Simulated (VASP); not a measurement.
# Ge3P5: single point with PBE

Ge3P5:

```
Ge P
1.0
     3.61138    2.08503    3.34681
    -3.61138    2.08503    3.34681
     0.00000   -4.17006    3.34681
Ge P
3 5
Direct
  0.77814 0.26761 0.26761
  0.26761 0.77814 0.26761
  0.26761 0.26761 0.77814
  0.73305 0.73305 0.20681
  0.22969 0.22969 0.22969
  0.78403 0.78403 0.78403
  0.73305 0.20681 0.73305
  0.20681 0.73305 0.73305
```

```
Program                : VASP 6.6.1
Task                   : single point
Functional             : PBE
Potentials or basis    : VASP PAW PBE potentials, release 64 (Ge_d, P)
Cutoff                 : 520 eV
k mesh                 : 6 × 6 × 6
Occupations            : gaussian, width 0.1 eV
Spin                   : no spin polarisation
Dipole correction      : no
Further INCAR settings : ALGO = Normal; EDIFF = 1e-06; NBANDS = 44
```

```
Pressure               : -1.5 GPa
Largest force          : 0.057 eV/Å
Band gap on the k mesh : zero (an odd number of electrons rules out a gap without spin polarisation)
```

Forces in eV/Å, atoms in the order of the input:
```
Ge   0.004  0.002  0.015
Ge  -0.004  0.002  0.015
Ge   0.000 -0.005  0.015
P    0.000  0.027 -0.026
P    0.000  0.000 -0.022
P    0.000  0.000  0.057
P    0.024 -0.014 -0.026
P   -0.024 -0.014 -0.026
```

Stress tensor (GPa, compression positive):
```
-1.49  0.00  0.00
 0.00 -1.49  0.00
 0.00  0.00 -1.40
```

Levels at points of the mesh, in eV from the Fermi level:
```csv
k point,band 30,band 31,band 32,band 33,band 34,band 35,band 36,band 37,band 38,band 39
"(0.00, 0.00, 0.00)",-3.31,-2.90,-2.31,-1.47,-0.91,-0.91,1.80,1.99,1.99,3.40
"(0.50, 0.00, 0.00)",-2.71,-1.94,-1.33,-0.59,0.06,0.56,2.33,2.68,3.07,3.39
"(0.50, 0.50, 0.00)",-1.28,-1.08,-1.07,-0.22,0.54,0.96,2.11,2.55,2.75,2.99
"(0.50, 0.50, 0.50)",-0.64,-0.64,0.31,1.09,1.13,1.13,1.45,1.61,1.61,1.83
```

Run time: 96 s on 1 thread of AMD EPYC 9R45 96-Core Processor (Zen 5) (shared host), peak memory 0.3 GiB.

Caveat: an odd number of electrons without spin polarisation forces a metal; a magnetic or distorted state may lie lower.
